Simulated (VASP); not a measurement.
# Mg2Ge (Fm-3m) in VASP: single point with HSE06

Aim: the single point of Mg2Ge with HSE06.

All numbers are computed with VASP 6.6.1; they aren't measurements. Logs are shortened: lines on timing, memory, paths and dates and some standing lists are left out, and cuts for length are marked.

## 1. The cell of the first run

Symmetry: Fm-3m, No. 225, cubic system. The conventional cell has a = 6.366 Å, b = 6.366 Å, c = 6.366 Å, α = 90.00°, β = 90.00°, γ = 90.00°. Within 3.6 Å of Mg (site symmetry -43m) lie 4 Ge at 2.76 Å and 6 Mg at 3.18 Å. Within 3.6 Å of Ge (site symmetry m-3m) lie 8 Mg at 2.76 Å.

## 2. Single point, HSE06, non-collinear spin, zero start, spin-orbit coupling

Contents of POSCAR:

```
Mg2Ge
1.0
    0.0000000000      3.1831056354      3.1831056354
    3.1831056354      0.0000000000      3.1831056354
    3.1831056354      3.1831056354      0.0000000000
Mg Ge
2 1
Direct
    0.7500000000      0.7500000000      0.7500000000
    0.2500000000      0.2500000000      0.2500000000
    0.0000000000      0.0000000000      0.0000000000
```

Contents of INCAR.step1:

```
SYSTEM = Mg2Ge
PREC = Accurate
ENCUT = 520
EDIFF = 1E-5
ISMEAR = -1
SIGMA = 0.02
LREAL = .False.
LASPH = .True.
NELM = 200
ALGO = Normal
ISIF = 2
LWAVE = .True.
LCHARG = .False.
LNONCOLLINEAR = .True.
MAGMOM = 0 0 0 0 0 0 0 0 0
LORBIT = 11
LSORBIT = .True.
GGA_COMPAT = .False.
LORBMOM = .True.
GGA = PE
NBANDS = 31
```

Contents of INCAR.step2:

```
SYSTEM = Mg2Ge
PREC = Accurate
ENCUT = 520
EDIFF = 1E-6
ISMEAR = -1
SIGMA = 0.02
LREAL = .False.
LASPH = .True.
NELM = 200
ALGO = Normal
ISIF = 2
LWAVE = .False.
LCHARG = .False.
LNONCOLLINEAR = .True.
MAGMOM = 0 0 0 0 0 0 0 0 0
LORBIT = 11
LSORBIT = .True.
GGA_COMPAT = .False.
LORBMOM = .True.
GGA = PE
LHFCALC = .True.
HFSCREEN = 0.2079
PRECFOCK = Normal
ISTART = 1
NBANDS = 31
```

Contents of KPOINTS:

```
regular mesh
0
Gamma
  4 4 4
  0 0 0
```

Potentials or basis: VASP PAW PBE potentials, release 64 (Mg, Ge_d).

Started as:

```console
cat potpaw_PBE.64/Mg/POTCAR potpaw_PBE.64/Ge_d/POTCAR > POTCAR
cp INCAR.step1 INCAR
mpirun -np 1 vasp_ncl > vasp.out
cp INCAR.step2 INCAR
mpirun -np 1 vasp_ncl > vasp.out
```

OUTCAR:

```text
SYSTEM = Mg2Ge
   PREC = Accurate
   ENCUT = 520
   EDIFF = 1E-6
   ISMEAR = -1
   LREAL = .False.
   LASPH = .True.
   NELM = 200
   ISIF = 2
   LNONCOLLINEAR = .True.
   LORBIT = 11
   LSORBIT = .True.
   GGA = PE
   LHFCALC = .True.
   HFSCREEN = 0.2079
   PRECFOCK = Normal
   ISTART = 1

 ion  position               nearest neighbor table
   1  0.750  0.750  0.750-   3 2.76   3 2.76   3 2.76   3 2.76   2 3.18   2 3.18   2 3.18   2 3.18
                             2 3.18   2 3.18
   2  0.250  0.250  0.250-   3 2.76   3 2.76   3 2.76   3 2.76   1 3.18   1 3.18   1 3.18   1 3.18
                             1 3.18   1 3.18
   3  0.000  0.000  0.000-   1 2.76   1 2.76   1 2.76   2 2.76   2 2.76   2 2.76   2 2.76   1 2.76

  LATTYP: Found a face centered cubic cell.
 ALAT       =     6.3662112708

  Lattice vectors:

 A1 = (   0.0000000000,   3.1831056354,   3.1831056354)
 A2 = (   3.1831056354,   0.0000000000,   3.1831056354)
 A3 = (   3.1831056354,   3.1831056354,   0.0000000000)

Analysis of symmetry for initial positions (statically):
=====================================================================
 Subroutine PRICEL returns:
 Original cell was already a primitive cell.

 Routine SETGRP: Setting up the symmetry group for a
 face centered cubic supercell.

 Subroutine GETGRP returns: Found 48 space group operations
 (whereof 48 operations were pure point group operations)
 out of a pool of 48 trial point group operations.

The static configuration has the point symmetry O_h .

Analysis of symmetry for dynamics (positions and initial velocities):
=====================================================================
 Subroutine PRICEL returns:
 Original cell was already a primitive cell.

 Routine SETGRP: Setting up the symmetry group for a
 face centered cubic supercell.

 Subroutine GETGRP returns: Found 48 space group operations
 (whereof 48 operations were pure point group operations)
 out of a pool of 48 trial point group operations.

The dynamic configuration has the point symmetry O_h .

Analysis of structural, dynamic, and magnetic symmetry:
=====================================================================
 Subroutine PRICEL returns:
 Original cell was already a primitive cell.

 Routine SETGRP: Setting up the symmetry group for a
 face centered cubic supercell.

 Subroutine GETGRP returns: Found 48 space group operations
 (whereof 48 operations were pure point group operations)
 out of a pool of 48 trial point group operations.

The overall configuration has the point symmetry O_h .

 Subroutine INISYM returns: Found 48 space group operations
 (whereof 48 operations are pure point group operations),
 and found     1 'primitive' translations

----------------------------------------------------------------------------------------

                                     Primitive cell

  volume of cell :      64.5035

  direct lattice vectors                    reciprocal lattice vectors
     0.000000000  3.183105635  3.183105635    -0.157079298  0.157079298  0.157079298
     3.183105635  0.000000000  3.183105635     0.157079298 -0.157079298  0.157079298
     3.183105635  3.183105635  0.000000000     0.157079298  0.157079298 -0.157079298

  length of vectors
     4.501591160  4.501591160  4.501591160     0.272069326  0.272069326  0.272069326

  position of ions in fractional coordinates (direct lattice)
     0.750000000  0.750000000  0.750000000
     0.250000000  0.250000000  0.250000000
     0.000000000  0.000000000  0.000000000

  ion indices of the primitive-cell ions
   primitive index   ion index
                 1           1
                 2           2
                 3           3

----------------------------------------------------------------------------------------

 KPOINTS: regular mesh

Automatic generation of k-mesh.
 Grid dimensions read from file:
 generate k-points for:    4    4    4

 Generating k-lattice:

  Cartesian coordinates                     Fractional coordinates (reciprocal lattice)
    -0.039269825  0.039269825  0.039269825     0.250000000  0.000000000  0.000000000
     0.039269825 -0.039269825  0.039269825     0.000000000  0.250000000  0.000000000
     0.039269825  0.039269825 -0.039269825     0.000000000  0.000000000  0.250000000

  Length of vectors
     0.068017331  0.068017331  0.068017331

  Shift w.r.t. Gamma in fractional coordinates (k-lattice)
     0.000000000  0.000000000  0.000000000

[... 49 lines left out ...]
   EFERMI_NEDOS =   21; number of points for ismear=-14 and -15
   IALGO  =     38    algorithm
   IMIX   =      1    mixing-type and parameters
     AMIX     =   0.40;   BMIX     =  1.00
     AMIX_MAG =   1.60;   BMIX_MAG =  1.00
  volume/ion in A,a.u.               =      21.50       145.10
  Fermi-wavevector in a.u.,A,eV,Ry     =   1.069805  2.021638 15.571632  1.144483
  Thomas-Fermi vector in A             =   2.205496
   LORBIT       =     11    0 simple, 1 ext, 2 COOP (PROOUT), +10 PAW based schemes
   GGA     = PE    functional components
   LHFCALC =     T    Hartree Fock is set to
   PRECFOCK=normal    Normal, Fast or Accurate (Low or Medium for compatibility)
   ENCUT4O =  -1.0   cutoff for four orbital integrals eV
   NKREDX  =     1    reduce k-point grid by
   NKREDY  =     1    reduce k-point grid by
   NKREDZ  =     1    reduce k-point grid by
   AEXX    =    0.2500 exact exchange contribution
   HFSCREEN=    0.2079 screening length (either q_TF or 0.3 A-1)
   HFSCREENC=   0.2079 screening length for correlation (either q_TF or 0.3 A-1)
   ENCUTFOCK=  -1.0 apply spherical cutoff to Coloumb kernel
   IVDW    =     0    specifies the selected vdW correction
   LEPSILON=     F    determine dielectric tensor
   LRPA    =     F    only Hartree local field effects (RPA)
  energy-cutoff  :      520.00
  volume of cell :       64.50
 maximum number of plane-waves:      3614
 NGX is ok and might be reduce to    36
  NGX = 28; NGY = 28; NGZ = 28

 number of electron      18.0000007 magnetization      -0.0000000     -0.0000000     -0.0000000

 number of electron      18.0000007 magnetization       0.0000000      0.0000000      0.0000000

 Free energy of the ion-electron system (eV)
  ---------------------------------------------------
  ext. energy  EPLUGINS =         0.00000000
  ---------------------------------------------------
  free energy    TOTEN  =        -9.21034062 eV

  energy without entropy =       -9.21034010  energy(sigma->0) =       -9.21034036

 E-fermi :   3.6210     XC(G=0):  -7.5808

 val. band max:        3.4015168682   @ k =   0.0000   0.0000   0.0000
 cond. band min:       3.8486643572   @ k =   0.5000   0.5000   0.0000
 fundamental gap:      0.4471474890
 Fermi energy:         3.6210351360

 k-point     1 :       0.0000    0.0000    0.0000
  band No.  band energies     occupation
      1     -23.7098      1.00000
      2     -23.7098      1.00000
      3     -23.7098      1.00000
      4     -23.7098      1.00000
      5     -23.1339      1.00000
      6     -23.1339      1.00000
[... 253 lines left out ...]
     29      12.8779      0.00000
     30      12.8779      0.00000
 [bands above 30 left out]

------------------------ aborting loop because EDIFF is reached ----------------------------------------

  FORCE on cell =-STRESS in cart. coord.  units (eV):
  Direction    XX          YY          ZZ          XY          YZ          ZX
  --------------------------------------------------------------------------------------
  -------------------------------------------------------------------------------------
  Total        0.0673055      0.0673055      0.0673055      0.0000000      0.0000000     -0.0000000
  in kB        1.6717756      1.6717756      1.6717756      0.0000000      0.0000000     -0.0000000
  external PRESSURE =       1.6717756 kB  Pullay stress =       0.0000000 kB

 VOLUME and BASIS-vectors are now :
 -----------------------------------------------------------------------------
  energy-cutoff  :      520.00
  volume of cell :       64.50
      direct lattice vectors                 reciprocal lattice vectors
     0.000000000  3.183105635  3.183105635    -0.157079298  0.157079298  0.157079298
     3.183105635  0.000000000  3.183105635     0.157079298 -0.157079298  0.157079298
     3.183105635  3.183105635  0.000000000     0.157079298  0.157079298 -0.157079298

 POSITION                                       TOTAL-FORCE (eV/Angst)
 -----------------------------------------------------------------------------------
      4.77466      4.77466      4.77466        -0.000000     -0.000000     -0.000000
      1.59155      1.59155      1.59155         0.000000      0.000000      0.000000
      0.00000      0.00000      0.00000         0.000000      0.000000      0.000000
 -----------------------------------------------------------------------------------
    total drift:                                0.000011      0.000002      0.000001

  FREE ENERGIE OF THE ION-ELECTRON SYSTEM (eV)
  ---------------------------------------------------
  free  energy   TOTEN  =        -9.2103406217 eV

  energy  without entropy=       -9.2103401008  energy(sigma->0) =       -9.21034036

 orbital moment (x)

 # of ion     p       d       tot
 ----------------------------------------
  1        -0.000  -0.000  -0.000
  2        -0.000  -0.000  -0.000
  3         0.000  -0.000  -0.000
 ----------------------------------------
           -0.000  -0.000  -0.000

 orbital moment (y)

 # of ion     p       d       tot
 ----------------------------------------
  1        -0.000  -0.000  -0.000
  2        -0.000  -0.000  -0.000
  3        -0.000  -0.000  -0.000
 ----------------------------------------
           -0.000  -0.000  -0.000

 orbital moment (z)

 # of ion     p       d       tot
 ----------------------------------------
  1        -0.000   0.000  -0.000
  2        -0.000   0.000  -0.000
  3         0.000  -0.000  -0.000
 ----------------------------------------
           -0.000  -0.000  -0.000

 Spin-Orbit-Coupling matrix elements

 Ion:    1  E_soc:     -0.0000564
 l=   1
     0.0000000    -0.0000094    -0.0000094
    -0.0000094     0.0000000    -0.0000094
    -0.0000094    -0.0000094     0.0000000
 l=   2
     0.0000000    -0.0000000     0.0000000    -0.0000000     0.0000000
    -0.0000000     0.0000000     0.0000000    -0.0000000     0.0000000
     0.0000000     0.0000000     0.0000000     0.0000000     0.0000000
    -0.0000000    -0.0000000     0.0000000     0.0000000     0.0000000
     0.0000000     0.0000000     0.0000000     0.0000000     0.0000000
 l=   3
     0.0000000     0.0000000     0.0000000     0.0000000     0.0000000     0.0000000     0.0000000
     0.0000000     0.0000000     0.0000000     0.0000000     0.0000000     0.0000000     0.0000000
     0.0000000     0.0000000     0.0000000     0.0000000     0.0000000     0.0000000     0.0000000
     0.0000000     0.0000000     0.0000000     0.0000000     0.0000000     0.0000000     0.0000000
[... 29 lines left out ...]
 l=   2
     0.0000000    -0.0001778     0.0000000    -0.0001778    -0.0007075
    -0.0001778     0.0000000    -0.0005306    -0.0001778    -0.0001769
     0.0000000    -0.0005306     0.0000000    -0.0005306     0.0000000
    -0.0001778    -0.0001778    -0.0005306     0.0000000    -0.0001769
    -0.0007075    -0.0001769     0.0000000    -0.0001769     0.0000000
 l=   3
     0.0000000     0.0000000     0.0000000     0.0000000     0.0000000     0.0000000     0.0000000
     0.0000000     0.0000000     0.0000000     0.0000000     0.0000000     0.0000000     0.0000000
     0.0000000     0.0000000     0.0000000     0.0000000     0.0000000     0.0000000     0.0000000
     0.0000000     0.0000000     0.0000000     0.0000000     0.0000000     0.0000000     0.0000000
     0.0000000     0.0000000     0.0000000     0.0000000     0.0000000     0.0000000     0.0000000
     0.0000000     0.0000000     0.0000000     0.0000000     0.0000000     0.0000000     0.0000000
     0.0000000     0.0000000     0.0000000     0.0000000     0.0000000     0.0000000     0.0000000

 total charge

# of ion       s       p       d       tot
------------------------------------------
    1        0.172   0.144   0.025   0.340
    2        0.172   0.144   0.025   0.340
    3        1.090   1.442   9.958  12.490
--------------------------------------------------
tot          1.433   1.730  10.008  13.171

 magnetization (x)

# of ion       s       p       d       tot
------------------------------------------
    1       -0.000   0.000  -0.000  -0.000
    2        0.000   0.000   0.000   0.000
    3        0.000   0.000  -0.000   0.000
--------------------------------------------------
tot         -0.000   0.000  -0.000  -0.000

 magnetization (y)

# of ion       s       p       d       tot
------------------------------------------
    1        0.000   0.000  -0.000  -0.000
    2        0.000   0.000   0.000   0.000
    3        0.000   0.000  -0.000   0.000
--------------------------------------------------
tot          0.000   0.000  -0.000   0.000

 magnetization (z)

# of ion       s       p       d       tot
------------------------------------------
    1       -0.000   0.000  -0.000  -0.000
    2       -0.000   0.000   0.000  -0.000
    3        0.000   0.000  -0.000  -0.000
--------------------------------------------------
tot         -0.000   0.000  -0.000  -0.000
```

Wall time 41 min (1 thread of Intel Xeon 6975P-C (Granite Rapids), shared host); peak memory 0.53 GiB.

What came out:

| Item | Value |
| --- | --- |
| Free energy | -9.2103 eV |
| Pressure | 0.2 GPa |
| Net moment | 0.00 μB per cell |
| Valence electrons inside the program's atomic spheres | Mg 0.34; Ge 12.49 |

Moments on the atoms (μB; x, y, z):
```
Mg  0.00 0.00 0.00
Mg  0.00 0.00 0.00
Ge  0.00 0.00 0.00
```

Caveat: the k points lie up to 0.43 Å⁻¹ apart; the PAW data sets were made with another functional, which shifts forces and pressure a little.
